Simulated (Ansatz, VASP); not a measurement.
**One calculation of Sc, two programs**

```
Sc
1.0
     3.28099    0.00000    0.00000
    -1.64050    2.84142    0.00000
     0.00000    0.00000    5.22373
Sc
2
Direct
  0.33333 0.66667 0.25000
  0.66667 0.33333 0.75000
```

Change from the starting cell: volume scaled by 0.975.

Alike in both runs: task single point; functional PBE; k mesh 13 × 13 × 7; occupations fermi-dirac, width 0.03 eV; no spin polarisation.

|  | VASP | Ansatz |
| --- | --- | --- |
| version | VASP 6.6.1 | Ansatz 0.2.0 |
| potentials or method | VASP PAW PBE potentials, release 64 (Sc_sv), cutoff 520 eV | all-electron LAPW, scalar-relativistic |

```tsv
	VASP	Ansatz	Ansatz less VASP
pressure (GPa)	0.7	0.7	-0.02
traceless stress, the component that is largest in VASP (GPa)	-1.21	-1.22	-0.004
```

Ansatz ran all-electron here, and VASP with PAW potentials.
